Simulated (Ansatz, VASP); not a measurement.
**Two plane-wave programs on Al**

```
CELL_PARAMETERS angstrom
2.77001 0.00000 0.00000
-1.38500 2.39890 0.00000
0.00000 0.00000 9.54295
ATOMIC_POSITIONS crystal
Al 0.00000 0.00000 0.00000
Al 0.33333 0.66667 0.25000
Al 0.00000 0.00000 0.50000
Al 0.66667 0.33333 0.75000
```

Alike in both runs: task single point; functional PBE; dispersion D3(BJ); k mesh 18 × 18 × 6; occupations gaussian, width 0.15 eV; no spin polarisation.

|  | VASP | Ansatz |
| --- | --- | --- |
| version | VASP 6.6.1 | Ansatz 0.2.0 |
| potentials or method | VASP PAW PBE potentials, release 64 (Al), cutoff 520 eV | scalar-relativistic, plane waves, PAW |
| valence electrons in the cell | 12 | 12 |

```tsv
	VASP	Ansatz	Ansatz less VASP
gap on the k mesh at the Fermi level (eV)	none	none	-
pressure (GPa)	0.3	0.3	+0.03
traceless stress, the component that is largest in VASP (GPa)	-2.60	-2.60	-0.008
```

A gap of «none» marks a metal or a gap that the smearing closes.
